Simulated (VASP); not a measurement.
# Cs: single point with revPBE

Crystal: Cs.

```xyz
4
Lattice="5.8109 0.0000 0.0000 -2.9055 5.0324 0.0000 0.0000 0.0000 19.0723" Properties=species:S:1:pos:R:3 pbc="T T T"
Cs    0.0000    0.0000   19.0723
Cs   -2.9055    5.0324    9.5362
Cs    0.0000    3.3549    4.7681
Cs    2.9055    1.6775   14.3043
```

This isn't the form of Cs at room conditions, which is bcc.

```
Program             : VASP 6.6.1
Task                : single point
Functional          : revPBE
Potentials or basis : VASP PAW PBE potentials, release 64 (Cs_sv)
Cutoff              : 520 eV
k mesh              : 7 × 7 × 2
Occupations         : fermi-dirac, width 0.1 eV
Spin                : no spin polarisation
```

* Pressure: -0.1 GPa
* Band gap on the k mesh: zero (bands 18 and 19 overlap by 1.43 eV)

Levels at points of the mesh, in eV from the Fermi level:
| k point | band 16 | band 17 | band 18 | band 19 | band 20 | band 21 |
| --- | --- | --- | --- | --- | --- | --- |
| (0.00, 0.00, 0.00) | -10.80 | -1.48 | -0.97 | -0.97 | 0.03 | 0.58 |
| (0.00, 0.00, 0.50) | -10.80 | -1.34 | -1.34 | -0.42 | -0.42 | 1.00 |

Run time: 3.3 min on 1 thread of Intel(R) Xeon(R) Platinum 8488C (Sapphire Rapids), with other jobs on the host, peak memory 0.71 GiB.

Caveat: the PAW data sets were made with another functional, which shifts forces and pressure a little; spin-orbit coupling is left out, which moves the levels of the heavy elements.
